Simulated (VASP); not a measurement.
Here is a VASP 6.6.1 calculation.

Contents of INCAR:

```
SYSTEM = S
PREC = Accurate ; ENCUT = 500
EDIFF = 1E-6 ; ISMEAR = 0
SIGMA = 0.05 ; LREAL = .False.
LASPH = .True. ; NELM = 120
ALGO = Normal ; ISIF = 2
LWAVE = .False. ; LCHARG = .False.
GGA = PE ; NBANDS = 9
GGA_COMPAT = .False.
```

KPOINTS

```
Automatic mesh
0
Gamma
  10 10 10
  0 0 0
```

POSCAR

```
S
1.0
    0.0000000000      1.9791639012      1.9791639012
    1.9791639012      0.0000000000      1.9791639012
    1.9791639012      1.9791639012      0.0000000000
S
1
Direct
    0.0000000000      0.0000000000      0.0000000000
```

Potentials or basis: VASP PAW PBE potentials, release 64 (S).

Command:

```bash
$ cat potpaw_PBE.64/S/POTCAR > POTCAR
$ mpirun -np 1 vasp_std > vasp.out
```

Question: Predict the band gap on the k mesh.

Answer: Zero (bands 3 and 4 overlap by 5.78 eV).

Question: What does it give for the pressure?

Answer: 1.0 GPa.
